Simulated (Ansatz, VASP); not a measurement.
## One calculation of TiC, two programs

```
CELL_PARAMETERS angstrom
0.00000 2.13475 2.13475
2.13475 0.00000 2.13475
2.13475 2.13475 0.00000
ATOMIC_POSITIONS crystal
Ti 0.00000 0.00000 0.00000
C 0.50000 0.50000 0.50000
```

Change from the starting cell: volume scaled by 0.96, crystal datasets.

Alike in both runs: task electric field gradients; functional PBE; k mesh 16 × 16 × 16; occupations fermi-dirac, width 0.03 eV; no spin polarisation.

|  | VASP | Ansatz |
| --- | --- | --- |
| version | VASP 6.6.1 | Ansatz 0.2.0 |
| potentials or method | VASP PAW PBE potentials, release 64 (Ti_sv, C), cutoff 520 eV | all-electron PAW with datasets made for the crystal, scalar-relativistic |

```csv
,VASP,Ansatz,Ansatz less VASP
pressure (GPa),12.3,12.1,-0.20
```

Ansatz ran all-electron here, and VASP with PAW potentials.
